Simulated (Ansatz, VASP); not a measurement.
# One calculation of Re, two programs

Contents of INCAR:

```
SYSTEM = Re
ALGO = Normal ; EDIFF = 1E-6
ENCUT = 520 ; GGA = PE
ISIF = 2 ; ISMEAR = 0
LASPH = .TRUE. ; LCHARG = .FALSE.
LREAL = .FALSE. ; LWAVE = .FALSE.
NBANDS = 14 ; NELM = 80
PREC = Accurate ; SIGMA = 0.15
```

KPOINTS

```
k-points
0
G
  18 18 10
  0 0 0
```

POSCAR

```
Re
1.0
    2.7748241524      0.0000000000      0.0000000000
   -1.3874120762      2.4030682070      0.0000000000
    0.0000000000      0.0000000000      4.4842238099
Re
2
Direct
    0.3333333333      0.6666666667      0.2174860118
    0.6666666667      0.3333333333      0.7825139882
```

Input for Ansatz:

```yaml
crystal:
  lattice:
    - [2.7748241524, 0.0, 0.0]
    - [-1.3874120762, 2.403068207, 0.0]
    - [0.0, 0.0, 4.4842238099]
  atoms:
    - { symbol: Re, position: [0.3333333333, 0.6666666667, 0.2174860118] }
    - { symbol: Re, position: [0.6666666667, 0.3333333333, 0.7825139882] }
basis:
  ecutwfc: 420
kpoints:
  mp_grid: { grid: [18, 18, 10] }
hamiltonian:
  xc: pbe
scf:
  occupations: { method: gaussian, width: 0.15 }
output:
  forces: true
  stress: true
  eigenvalues: true
```

Change from the starting cell: mode 4 frozen in at -0.146 Å, equal normal strain along x and y +0.0000.

Alike in both runs: task single point; functional PBE; k mesh 18 × 18 × 10; occupations gaussian, width 0.15 eV; no spin polarisation.

```csv
,VASP,Ansatz
version,VASP 6.6.1,Ansatz 0.2.0
potentials or method,"VASP PAW PBE potentials, release 64 (Re), cutoff 520 eV","scalar-relativistic, plane waves, PAW"
valence electrons in the cell,14,30
```

VASP gave:

```
gap on the k mesh at the Fermi level (eV)                     : none
pressure (GPa)                                                : 13.5
traceless stress, the component that is largest in VASP (GPa) : 7.33
rms of the force components (eV/Å)                            : 1.995
```

Q: What did Ansatz give for the same quantities?

A: gap on the k mesh at the Fermi level (eV): none; pressure (GPa): 14.1; traceless stress, the component that is largest in VASP (GPa): 7.73; rms of the force components (eV/Å): 2.066.

Atom by atom the forces differ by 0.071 eV/Å (rms over components). A gap of «none» marks a metal or a gap that the smearing closes. VASP's potentials hold 14 valence electrons a cell and Ansatz's 30, so a difference there can come from the potentials and not from the codes.

Spin-orbit coupling is off throughout.
